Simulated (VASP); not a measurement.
Crystal: WC.

```
CELL_PARAMETERS angstrom
0.00000 2.19268 2.19268
2.19268 0.00000 2.19268
2.19268 2.19268 0.00000
ATOMIC_POSITIONS crystal
W 0.00000 0.00000 0.00000
C 0.50000 0.50000 0.50000
```

Base run:

```yaml
Program: VASP 6.6.1
Functional: PBEsol
Dispersion: D4
Potentials_or_basis: VASP PAW PBE potentials, release 64 (W_sv, C)
Cutoff: 600 eV
k_mesh: 9 × 9 × 9
Occupations: fermi-dirac, width 0.3 eV
Spin: no spin polarisation
```

Its results: band gap on the k mesh zero (bands 9 and 10 overlap by 3.00 eV); pressure -11.3 GPa.

Task: The run is repeated on the same cell with these changes: occupations from fermi-dirac, width 0.3 eV to fermi-dirac, width 0.5 eV. What comes out?

Result: Band gap on the k mesh zero (bands 9 and 10 overlap by 3.01 eV); pressure -8.3 GPa.

Caveats: the cell stands under tension; so wide a smearing shifts energies and pressures; the PAW data sets were made with another functional, which shifts forces and pressure a little; spin-orbit coupling is left out, which moves the levels of the heavy elements.
